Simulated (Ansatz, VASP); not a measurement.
## BN: VASP beside Ansatz

```
N B
1.0
     2.50180    0.00000    0.00000
    -1.25090    2.16663    0.00000
     0.00000    0.00000    4.14057
N B
2 2
Direct
  0.33333 0.66667 0.12528
  0.66667 0.33333 0.62528
  0.33333 0.66667 0.49972
  0.66667 0.33333 0.99972
```

Alike in both runs: task single point; functional PBE; k mesh 12 × 12 × 6; occupations fermi-dirac, width 0.05 eV; no spin polarisation.

```csv
,VASP,Ansatz
version,VASP 6.6.1,Ansatz 0.2.0
potentials or method,"VASP PAW PBE potentials, release 64 (N, B)",Ansatz PAW soft_1
plane-wave cutoff (eV),520,420
valence electrons in the cell,16,16
```

|  | VASP | Ansatz | Ansatz less VASP |
| --- | --- | --- | --- |
| gap on the k mesh at the Fermi level (eV) | 5.09 | 5.11 | +0.013 |
| least direct gap on the mesh (eV) | 8.53 | 8.54 | +0.004 |
| pressure (GPa) | 26.2 | 25.4 | -0.72 |
| traceless stress, the component that is largest in VASP (GPa) | -0.34 | -0.30 | +0.039 |
| rms of the force components (eV/Å) | 0.021 | 0.019 | -0.0020 |

Atom by atom the forces differ by 0.002 eV/Å (rms over components). The functional is the same, so the differences come from potentials, cutoffs and numerics.
